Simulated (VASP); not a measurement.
Set up this calculation in VASP 6.6.1, as the native input.

* Task: single point
* Functional: PBE
* Potentials or basis: VASP PAW PBE potentials, release 64 (Sn_d, Se)
* Cutoff: 520 eV
* k mesh: 4 × 4 × 4
* Occupations: gaussian, width 0.1 eV
* Spin: no spin polarisation
* Dipole correction: no
* Further INCAR settings: ALGO = Normal; EDIFF = 1e-06; NBANDS = 50

The structure of SnSe lies in POSCAR:

```
SnSe
1.0
    6.9204597200      0.0000000000      0.0000000000
    0.0000000000      6.9204597200      0.0000000000
    0.0000000000      0.0000000000      6.9204597200
Sn Se
4 4
Direct
    0.8750000000      0.8750000000      0.8750000000
    0.6250000000      0.1250000000      0.3750000000
    0.1250000000      0.3750000000      0.6250000000
    0.3750000000      0.6250000000      0.1250000000
    0.3750000000      0.3750000000      0.3750000000
    0.1250000000      0.6250000000      0.8750000000
    0.6250000000      0.8750000000      0.1250000000
    0.8750000000      0.1250000000      0.6250000000
```

The cell was generated, and may not be a known phase.

These files were run (other wordings do the same):

INCAR

```
SYSTEM = SnSe
PREC = Accurate
ENCUT = 520
EDIFF = 1E-6
ISMEAR = 0
SIGMA = 0.1
LREAL = .False.
LASPH = .True.
NELM = 100
ALGO = Normal
ISIF = 2
LWAVE = .False.
LCHARG = .True.
GGA = PE
LELF = .True.
LVHAR = .True.
NBANDS = 50
```

KPOINTS

```
regular mesh
0
Gamma
  4 4 4
  0 0 0
```

Potentials or basis: VASP PAW PBE potentials, release 64 (Sn_d, Se).

The run is started by

```bash
$ cat potpaw_PBE.64/Sn_d/POTCAR potpaw_PBE.64/Se/POTCAR > POTCAR
$ mpirun -np 1 vasp_std > vasp.out
```

Results of the run:

```
Pressure               : 12.5 GPa
Band gap on the k mesh : 0.12 eV
```

Caveat: the cell stands under pressure; semilocal functionals underestimate gaps, and a narrow one can read as zero; spin-orbit coupling is left out, which moves the levels of the heavy elements.

It took 6.6 min on 1 thread of AMD EPYC 7R13, with other jobs on the host, peak memory 0.43 GiB.
